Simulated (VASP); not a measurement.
A run of VASP 6.6.1:

The input INCAR:

```
SYSTEM = NiSb
PREC = Accurate
ENCUT = 600
EDIFF = 1E-7
ISMEAR = 0
SIGMA = 0.1
LREAL = .False.
LASPH = .True.
NELM = 60
ALGO = Normal
ISIF = 4
LWAVE = .False.
LCHARG = .False.
GGA = PE
IBRION = 2
NSW = 50
EDIFFG = -0.01
```

The input KPOINTS:

```
Automatic mesh
0
Gamma
  12 12 8
  0 0 0
```

File POSCAR:

```
NiSb
1.0
    3.8945030053      0.0000000000      0.0000000000
   -1.9472515027      3.3727385376      0.0000000000
    0.0000000000      0.0000000000      5.0515775754
Ni Sb
2 2
Direct
    0.0000000000      0.0000000000      0.0000000000
    0.0000000000      0.0000000000      0.5000000000
    0.3333333333      0.6666666667      0.2500000000
    0.6666666667      0.3333333333      0.7500000000
```

Potentials or basis: VASP PAW PBE potentials, release 64 (Ni, Sb).

Command:

```bash
$ cat potpaw_PBE.64/Ni/POTCAR potpaw_PBE.64/Sb/POTCAR > POTCAR
$ mpirun -np 1 vasp_std > vasp.out
```

Hardware: 1 thread of Intel(R) Xeon(R) Platinum 8259CL CPU @ 2.50GHz (Skylake/Cascade Lake), with other jobs on the host.

Question: Estimate the wall time of this run.

Answer: Run time: 2 min on 1 thread of Intel(R) Xeon(R) Platinum 8259CL CPU @ 2.50GHz (Skylake/Cascade Lake), on a shared host, peak memory 0.29 GiB. Counts: scf iterations 17, k points 95, ion steps 1.
